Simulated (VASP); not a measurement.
Write the native input for VASP 6.6.1 that does the following.

```yaml
Task: single point
Functional: PBEsol
Potentials_or_basis: VASP PAW PBE potentials, release 64 (B, N)
Cutoff: 520 eV
k_mesh: 12 × 12 × 6
Occupations: gaussian, width 0.02 eV
Spin: no spin polarisation
Dipole_correction: no
Further_INCAR_settings: ALGO = Normal; EDIFF = 1e-06; NBANDS = 16
```

The structure of BN lies in POSCAR:

```
BN
1.0
    2.5410113138      0.0000000000      0.0000000000
   -1.2705056569      2.2005803491      0.0000000000
    0.0000000000      0.0000000000      4.2032955032
B N
2 2
Direct
    0.6666666667      0.3333333333      0.9997329962
    0.3333333333      0.6666666667      0.4997329962
    0.6666666667      0.3333333333      0.6252670038
    0.3333333333      0.6666666667      0.1252670038
```

These files were run (other wordings do the same):

INCAR

```
PREC = Accurate
ENCUT = 520
EDIFF = 1E-6
ISMEAR = 0
SIGMA = 0.02
LREAL = False
LASPH = True
NELM = 60
ALGO = Normal
ISIF = 2
LWAVE = False
LCHARG = False
GGA = PS
NBANDS = 16
```

KPOINTS

```
Automatic mesh
0
Gamma
  12 12 6
```

Potentials or basis: VASP PAW PBE potentials, release 64 (B, N).

Launch:

```bash
$ cat potpaw_PBE.64/B/POTCAR potpaw_PBE.64/N/POTCAR > POTCAR
$ mpirun -np 1 vasp_std > vasp.out
```

It gave:

* Pressure: 0.6 GPa
* Largest force: 0.003 eV/Å
* Band gap on the k mesh: 4.95 eV, indirect (least direct gap 8.22 eV)

Caveat: the PAW data sets were made with another functional, which shifts forces and pressure a little.

Run time: 15 s on 1 thread of Intel(R) Xeon(R) Platinum 8488C (Sapphire Rapids), with other jobs on the host, peak memory 0.14 GiB.
